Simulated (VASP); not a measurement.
The system is Ni.

```
Ni
1.0
     0.00000    1.74950    1.74950
     1.74950    0.00000    1.74950
     1.74950    1.74950    0.00000
Ni
1
Direct
  0.00000 0.00000 0.00000
```

Base run:

* Program: VASP 6.6.1
* Functional: PBE
* Potentials or basis: VASP PAW PBE potentials, release 64 (Ni)
* Cutoff: 600 eV
* k mesh: 14 × 14 × 14
* Occupations: methfessel-paxton, width 0.3 eV
* Spin: collinear spin, ferromagnetic start
* Starting moments: [2.0] μB

Its results: pressure 3.4 GPa; net moment 0.60 μB per cell; site moments Ni +0.61 μB.

Q: The run is repeated on the same cell with these changes: occupations from methfessel-paxton, width 0.3 eV to gaussian, width 0.05 eV. What comes out?

A: Pressure 2.9 GPa; net moment 0.58 μB per cell; site moments Ni +0.59 μB.
